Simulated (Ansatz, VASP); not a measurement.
WS2 in VASP and in Ansatz

```
S W
1.0
     3.15955    0.00000    0.00000
    -1.57977    2.73625    0.00000
     0.00000    0.00000   23.80426
S W
4 2
Cartesian
  0.0000 1.8242 4.5000
  0.0000 1.8242 7.6521
  0.0000 1.8242 11.1121
  0.0000 1.8242 14.2643
  1.5798 0.9121 6.0761
  -1.5798 2.7362 12.6882
```

Alike in both runs: task single point; functional PBE; dispersion D3(BJ); k mesh 9 × 9 × 1; occupations gaussian, width 0.05 eV; no spin polarisation.

|  | VASP | Ansatz |
| --- | --- | --- |
| version | VASP 6.6.1 | Ansatz 0.2.0 |
| potentials or method | VASP PAW PBE potentials, release 64 (S, W_sv), cutoff 520 eV | scalar-relativistic, plane waves, PAW |
| valence electrons in the cell | 52 | 52 |

|  | VASP | Ansatz | Ansatz less VASP |
| --- | --- | --- | --- |
| gap on the k mesh at the Fermi level (eV) | 1.72 | 1.70 | -0.015 |
| least direct gap on the mesh (eV) | 1.92 | 1.92 | -0.003 |
| rms of the force components (eV/Å) | 0.018 | 0.019 | +0.0009 |

Spin-orbit coupling is off throughout.
